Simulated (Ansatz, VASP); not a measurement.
## One calculation of Ca, two programs

```
Ca
1.0
    -2.12800    2.12800    2.12800
     2.12800   -2.12800    2.12800
     2.12800    2.12800   -2.12800
Ca
1
Direct
  0.00000 0.00000 0.00000
```

Change from the starting cell: strain -0.050 along x and y, -0.050 along z, atoms carried along.

Alike in both runs: task single point; functional r2SCAN; k mesh 16 × 16 × 16; occupations gaussian, width 0.15 eV; no spin polarisation.

|  | VASP | Ansatz |
| --- | --- | --- |
| version | VASP 6.6.1 | Ansatz 0.2.0 |
| potentials or method | VASP PAW PBE potentials, release 64 (Ca_sv), cutoff 550 eV | scalar-relativistic, plane waves, PAW |
| valence electrons in the cell | 10 | 10 |

```csv
,VASP,Ansatz,Ansatz less VASP
gap on the k mesh at the Fermi level (eV),none,none,-
pressure (GPa),2.5,2.4,-0.09
```

VASP's potentials were made for PBE, not for r2SCAN. A gap of «none» marks a metal or a gap that the smearing closes.
